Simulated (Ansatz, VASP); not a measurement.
Y: VASP beside Ansatz

POSCAR

```
Y
1.0
    3.6425693900      0.0000000000      0.0000000000
   -1.8212847000      3.1545576300      0.0000000000
    0.0000000000      0.0000000000      5.8791583500
Y
2
Direct
    0.3333333300      0.6666666700      0.2500000000
    0.6666666700      0.3333333300      0.7500000000
```

INCAR.step1

```
PREC     = Accurate       # precision mode
ENCUT    = 600            # plane-wave cutoff, eV
ISMEAR   = 0              # smearing method
SIGMA    = 0.1            # smearing width, eV
LREAL    = False          # projectors in reciprocal space
LASPH    = True           # aspherical terms in the spheres
NELM     = 60             # most SCF steps
GGA      = PE             # functional
ALGO     = Normal         # electronic algorithm
EDIFF    = 1E-4           # SCF threshold, eV
LWAVE    = True           # write WAVECAR
LCHARG   = False          # write CHGCAR
```

Contents of INCAR.step2:

```
PREC     = Accurate       # precision mode
ENCUT    = 600            # plane-wave cutoff, eV
EDIFF    = 1E-7           # SCF threshold, eV
ISMEAR   = 0              # smearing method
SIGMA    = 0.1            # smearing width, eV
LREAL    = False          # projectors in reciprocal space
LASPH    = True           # aspherical terms in the spheres
NELM     = 60             # most SCF steps
ALGO     = Normal         # electronic algorithm
ISIF     = 3              # what is computed and relaxed
LWAVE    = False          # write WAVECAR
LCHARG   = False          # write CHGCAR
METAGGA  = R2SCAN         # meta-GGA
LMIXTAU  = True         
IBRION   = 2              # ionic algorithm
NSW      = 100            # ionic steps
EDIFFG   = -0.002         # ionic threshold
ISTART   = 1
```

File KPOINTS:

```
Automatic mesh
0
Gamma
  12 12 6
```

Input for Ansatz:

```yaml
crystal:
  lattice:
    - [3.64256939, 0.0, 0.0]
    - [-1.8212847, 3.15455763, 0.0]
    - [0.0, 0.0, 5.87915835]
  atoms:
    - { symbol: "Y", position: [0.33333333, 0.66666667, 0.25] }
    - { symbol: "Y", position: [0.66666667, 0.33333333, 0.75] }
basis:
  ecutwfc: 500
kpoints:
  mp_grid: { grid: [12, 12, 6] }
hamiltonian:
  xc: r2scan
  pseudopotentials: { kind: paw, azcp: { folder: soft_1 } }
scf:
  occupations: { method: gaussian, width: 0.1 }
output:
  forces: true
  stress: true
  eigenvalues: true
relax:
  adjacent_minimum: "off"
  f_tol: 0.002
  max_steps: 80
  cell: { stress_tol: 0.02 }
```

Alike in both runs: task relaxation of cell and atoms; functional r2SCAN; k mesh 12 × 12 × 6; occupations gaussian, width 0.1 eV; no spin polarisation.

|  | VASP | Ansatz |
| --- | --- | --- |
| version | VASP 6.6.1 | Ansatz 0.2.0 |
| potentials or method | VASP PAW PBE potentials, release 64 (Y_sv), cutoff 600 eV | scalar-relativistic, plane waves, PAW |
| valence electrons in the cell | 22 | 22 |

Ansatz gave:

- gap on the k mesh at the Fermi level, each at its own relaxed structure (eV): none
- relaxed volume (Å³/atom): 33.42
- relaxed cell length with the largest relative difference (Å): 5.689

Question: Which values does VASP return?

Answer: gap on the k mesh at the Fermi level, each at its own relaxed structure (eV): none; relaxed volume (Å³/atom): 33.46; relaxed cell length with the largest relative difference (Å): 5.695.

VASP's potentials were made for PBE, not for r2SCAN. A gap of «none» marks a metal or a gap that the smearing closes.
